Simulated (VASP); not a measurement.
Here is a VASP 6.6.1 calculation.

The input POSCAR:

```
NaHF2
1.0
    1.7570982183      1.0144611293      4.6321605839
   -1.7570982183      1.0144611293      4.6321605839
    0.0000000000     -2.0289222587      4.6321605839
Na H F
1 1 2
Direct
    0.0000000000      0.0000000000      0.0000000000
    0.5000000000      0.5000000000      0.5000000000
    0.5825210716      0.5825210716      0.5825210716
    0.4174789284      0.4174789284      0.4174789284
```

The input INCAR.step1:

```
SYSTEM = NaHF2
PREC = Accurate
ENCUT = 600
ISMEAR = 0
SIGMA = 0.02
LREAL = .False.
LASPH = .True.
NELM = 100
GGA = PE
ALGO = Normal
EDIFF = 1E-4
LWAVE = .True.
LCHARG = .False.
```

The input INCAR.step2:

```
SYSTEM = NaHF2
PREC = Accurate
ENCUT = 600
EDIFF = 1E-6
ISMEAR = 0
SIGMA = 0.02
LREAL = .False.
LASPH = .True.
NELM = 100
ALGO = Normal
ISIF = 3
LWAVE = .False.
LCHARG = .False.
METAGGA = R2SCAN
LMIXTAU = .True.
IBRION = 2
NSW = 70
EDIFFG = -0.02
ISTART = 1
```

File KPOINTS:

```
Automatic mesh
0
Gamma
  9 9 9
  0 0 0
```

Potentials or basis: VASP PAW PBE potentials, release 64 (Na_pv, H, F).

Launch:

```console
$ cat potpaw_PBE.64/Na_pv/POTCAR potpaw_PBE.64/H/POTCAR potpaw_PBE.64/F/POTCAR > POTCAR
$ cp INCAR.step1 INCAR
$ mpirun -np 1 vasp_std > vasp.out
$ cp INCAR.step2 INCAR
$ mpirun -np 1 vasp_std > vasp.out
```

(1) Predict the relaxed cell.

(2) Predict the relaxed volume.

(3) Estimate the space group after relaxing (to 0.05 Å).

(4) Estimate the band gap on the k mesh.

Answers

(1) a = 4.981 Å, b = 4.981 Å, c = 4.981 Å, α = 39.93°, β = 39.93°, γ = 39.93°.

(2) 11.46 Å³/atom.

(3) R-3m (No. 166).

(4) 7.87 eV, indirect (least direct gap 7.98 eV).

Caveat: the PAW data sets were made with another functional, which shifts forces and pressure a little.
